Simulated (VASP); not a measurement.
Runs of VASP 6.6.1 on MgCd2S3. The structure is that of space group P6/mmm (No. 191), or close to it. The cells are those of the table. The cell was built from a structure type or drawn by symmetry, and may not be a known phase.

| task | cell | k mesh | cutoff (eV) | gap on the mesh (eV) | pressure (GPa) | relaxed volume (Å³/atom) |
| --- | --- | --- | --- | --- | --- | --- |
| single point | a = 7.118, b = 7.118, c = 3.399 Å, angles 90.0, 90.0, 120.0°, 6 atoms | 3 × 3 × 6 | 520 | none | 0.3 | - |
| single point | a = 7.121, b = 7.121, c = 3.404 Å, angles 90.0, 90.0, 120.0°, 6 atoms | 6 × 6 × 12 | 520 | none | 0.3 | - |
| relaxation of cell and atoms | relaxed from a = 7.118, b = 7.118, c = 3.399 Å, angles 90.0, 90.0, 120.0°, 6 atoms | 6 × 6 × 12 | 600 | none | 0.0 | (a) |
| single point | a = 6.521, b = 6.521, c = 3.598 Å, angles 90.0, 90.0, 120.0°, 6 atoms | 3 × 3 × 6 | 520 | none | 6.0 | - |
| relaxation of cell and atoms | relaxed from a = 6.521, b = 6.521, c = 3.598 Å, angles 90.0, 90.0, 120.0°, 6 atoms | 3 × 3 × 6 | 600 | none | 0.0 | 25.03 |

Alike in all rows: level PBE; potentials or basis VASP PAW PBE potentials, release 64 (Mg, Cd, S); no spin polarisation; smearing gaussian 0.1 eV.

Fill in the values left out.

(a) 25.04.

Caveats: some runs use coarse meshes; semilocal functionals underestimate gaps, so a narrow gap can read as zero (at least some runs).

A k mesh can miss the band edges, and the runs leave out spin-orbit coupling on Cd.

A gap of «none» marks levels without a gap at the run's occupations.
